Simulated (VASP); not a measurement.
Write the native input for VASP 6.6.1 that does the following.

| Property | Result |
| --- | --- |
| Task | single point |
| Functional | PBEsol |
| Potentials or basis | VASP PAW PBE potentials, release 64 (Hg, Te) |
| Cutoff | 520 eV |
| k mesh | 6 × 6 × 6 |
| Occupations | gaussian, width 0.05 eV |
| Spin | no spin polarisation |
| Dipole correction | no |
| Further INCAR settings | ALGO = Normal; EDIFF = 1e-06; NBANDS = 16 |

The structure of HgTe (Coloradoite) lies in POSCAR:

```
HgTe
1.0
    0.0000000000      3.1823550000      3.2145000000
    3.1823550000      0.0000000000      3.2145000000
    3.1823550000      3.1823550000      0.0000000000
Hg Te
1 1
Direct
    0.0000000000      0.0000000000      0.0000000000
    0.2500000000      0.2500000000      0.2500000000
```

These files were run (other wordings do the same):

INCAR

```
  PREC = Accurate
  ENCUT = 520
  EDIFF = 1E-6
  ISMEAR = 0
  SIGMA = 0.05
  LREAL = False
  LASPH = True
  NELM = 80
  ALGO = Normal
  ISIF = 2
  LWAVE = False
  LCHARG = False
  GGA = PS
  NBANDS = 16
```

KPOINTS

```
Automatic mesh
0
Gamma
  6 6 6
```

Potentials or basis: VASP PAW PBE potentials, release 64 (Hg, Te).

Launch:

```sh
$ cat potpaw_PBE.64/Hg/POTCAR potpaw_PBE.64/Te/POTCAR > POTCAR
$ mpirun -np 1 vasp_std > vasp.out
```

Results of the run:

- Pressure: 3.0 GPa
- Band gap on the k mesh: zero (filled and empty bands touch)

Caveat: the PAW data sets were made with another functional, which shifts forces and pressure a little; spin-orbit coupling is left out, which moves the levels of the heavy elements.

Run time: 39 s on 1 thread of Intel(R) Xeon(R) Platinum 8259CL CPU @ 2.50GHz (Skylake/Cascade Lake) (shared host), peak memory 0.21 GiB.
